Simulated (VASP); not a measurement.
The system is Sr4CaTi3O12 (a cell with a defect).

```xyz
40
Lattice="7.7828 0.0000 0.0000 0.0000 7.7828 0.0000 0.0000 0.0000 7.7828" Properties=species:S:1:pos:R:3 pbc="T T T"
Sr    7.6673    0.0332    7.7564
Sr    7.4678    0.0201    3.9024
Sr    7.6836    3.8759    0.0605
Sr    7.4854    3.8617    3.8581
Sr    4.0158    7.7499    0.0214
Sr    4.2161    7.7628    3.8757
Sr    3.9997    3.9114    7.7157
Sr    4.1984    3.9163    3.9154
Ca    1.9620    1.8651    1.9755
Ca    1.9387    5.9184    5.8021
Ti    1.9307    2.1373    5.8908
Ti    1.9679    5.6472    1.8900
Ti    5.8145    1.9814    1.8891
Ti    5.8213    1.9175    5.8309
Ti    5.8602    5.8651    1.9419
Ti    5.8697    5.8008    5.8815
O     1.9715    1.3282    7.5072
O     1.9578    3.1530    3.9136
O     1.9288    6.4556    0.2744
O     1.9437    4.6300    3.8678
O     5.8139    2.0330    7.7440
O     5.8297    1.9307    3.8945
O     5.8727    5.7509    0.0375
O     5.8531    5.8528    3.8890
O     7.6544    1.8742    1.9448
O     0.0091    1.8899    5.7362
O     0.0236    5.7199    2.0589
O     7.6574    6.1669    5.8251
O     4.0269    1.6208    1.9674
O     3.8770    2.0649    5.7259
O     3.8931    5.8939    2.0451
O     4.0292    5.9128    5.8534
O     1.9368    7.5557    3.1771
O     1.9645    0.2275    4.6002
O     2.0359    3.9740    1.3358
O     1.8644    3.8104    6.4448
O     5.9320    7.7123    1.8564
O     5.7518    0.0723    5.9222
O     5.7463    3.8761    1.9579
O     5.9383    3.9078    5.8210
```

Base run:

```yaml
Program: VASP 6.6.1
Functional: PBEsol
Potentials_or_basis: VASP PAW PBE potentials, release 64 (Sr_sv, Ca_sv, Ti_sv, O)
Cutoff: 520 eV
k_mesh: 1 × 1 × 1, shifted
Occupations: fermi-dirac, width 0.05 eV
Spin: no spin polarisation
```

Its results: band gap on the k mesh 2.75 eV; pressure 12.3 GPa; largest force 0.219 eV/Å.

Task: The run is repeated on the same cell with these changes: functional from PBEsol to HSE06. What comes out?

Result: Band gap on the k mesh 4.47 eV; pressure 13.2 GPa; largest force 0.459 eV/Å.

Caveats: the PAW data sets were made with another functional, which shifts forces and pressure a little.

A k mesh can miss the band edges.
